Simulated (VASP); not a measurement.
Wanted: the native input for a VASP 6.6.1 run.

```yaml
Task: single point
Functional: PBE
Potentials_or_basis: VASP PAW PBE potentials, release 64 (K_sv, Cd, Se, O)
Cutoff: 520 eV
k_mesh: 5 × 5 × 5
Occupations: fermi-dirac, width 0.02 eV
Spin: no spin polarisation
Dipole_correction: no
Further_INCAR_settings: ALGO = Normal; EDIFF = 1e-07; NBANDS = 50
```

The structure of K2CdSe2O6 lies in POSCAR:

```
K2CdSe2O6
1.0
    2.8487500567      1.6447266121      6.3162000000
   -2.8487500567      1.6447266121      6.3162000000
    0.0000000000     -3.2894532242      6.3162000000
K Cd Se O
2 1 2 6
Direct
    0.8028445956      0.8028445956      0.8028445956
    0.1971554044      0.1971554044      0.1971554044
    0.0000000000      0.0000000000      0.0000000000
    0.6230053720      0.6230053720      0.6230053720
    0.3769946280      0.3769946280      0.3769946280
    0.7422333352      0.2696482368      0.7422333352
    0.7422333352      0.7422333352      0.2696482368
    0.2696482368      0.7422333352      0.7422333352
    0.2577666648      0.7303517632      0.2577666648
    0.7303517632      0.2577666648      0.2577666648
    0.2577666648      0.2577666648      0.7303517632
```

These files were run (other wordings do the same):

INCAR

```
PREC = Accurate
ENCUT = 520
EDIFF = 1E-7
ISMEAR = -1
SIGMA = 0.02
LREAL = F
LASPH = T
NELM = 100
ALGO = Normal
ISIF = 2
LWAVE = F
LCHARG = F
GGA = PE
NBANDS = 50
```

KPOINTS

```
Automatic mesh
0
Gamma
  5 5 5
```

Potentials or basis: VASP PAW PBE potentials, release 64 (K_sv, Cd, Se, O).

Launch:

```bash
$ cat potpaw_PBE.64/K_sv/POTCAR potpaw_PBE.64/Cd/POTCAR potpaw_PBE.64/Se/POTCAR potpaw_PBE.64/O/POTCAR > POTCAR
$ mpirun -np 1 vasp_std > vasp.out
```

Results of the run:

* Pressure: 3.3 GPa
* Largest force: 0.272 eV/Å
* Band gap on the k mesh: 3.83 eV (least direct gap 4.06 eV)

Caveat: the cell stands under pressure.

It took 2.9 min on 1 thread of Intel(R) Xeon(R) 6975P-C (Granite Rapids), on a shared host, peak memory 0.49 GiB.
